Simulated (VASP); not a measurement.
Be3Se:

```
CELL_PARAMETERS angstrom
-1.76443 1.76443 3.94133
1.76443 -1.76443 3.94133
1.76443 1.76443 -3.94133
ATOMIC_POSITIONS crystal
Be 0.50000 0.50000 0.00000
Be 0.25000 0.75000 0.50000
Be 0.75000 0.25000 0.50000
Se 0.00000 0.00000 0.00000
```

* Program: VASP 6.6.1
* Task: relaxation of cell and atoms
* Functional: PBE
* Potentials or basis: VASP PAW PBE potentials, release 64 (Be, Se)
* Cutoff: 600 eV
* k mesh: 18 × 18 × 18
* Occupations: gaussian, width 0.1 eV
* Spin: no spin polarisation

At the start: pressure -3.8 GPa; volume 12.27 Å³/atom.

Question: Where does the relaxation end?

Answer: Over 15 steps the energy falls by 38.9 meV/atom and the volume is 12.62 Å³/atom (+2.9 %); space group I4/mmm (No. 139, to 0.1 Å) before and after.

Step by step:
```tsv
step	energy change (eV)	largest force (eV/Å)	pressure (GPa)	volume (Å³)
1	0.0000	0.0000	-3.84	49.08
2	-0.0428	0.0000	-0.58	47.02
3	-0.0469	0.0000	0.80	46.26
4	-0.0589	0.0000	0.68	46.35
5	-0.0882	0.0000	0.72	46.55
6	-0.1174	0.0000	2.59	46.72
7	-0.1335	0.0000	0.75	48.00
8	-0.1380	0.0000	-1.24	49.63
9	-0.1383	0.0000	-0.89	49.33
10	-0.1444	0.0000	-0.77	49.75
11	-0.1544	0.0000	0.00	50.92
12	-0.1545	0.0000	-0.32	50.47
13	-0.1556	0.0000	-0.19	50.68
14	-0.1556	0.0000	-0.17	50.71
15	-0.1556	0.0000	0.07	50.50
```

Final structure:
```xyz
4
Lattice="-1.6163 1.6163 4.8324 1.6163 -1.6163 4.8324 1.6163 1.6163 -4.8324" Properties=species:S:1:pos:R:3 pbc="T T T"
Be    0.0000    0.0000    4.8324
Be    1.6163    0.0000    2.4162
Be    0.0000    1.6163    2.4162
Se    1.6163   -1.6163    4.8324
```
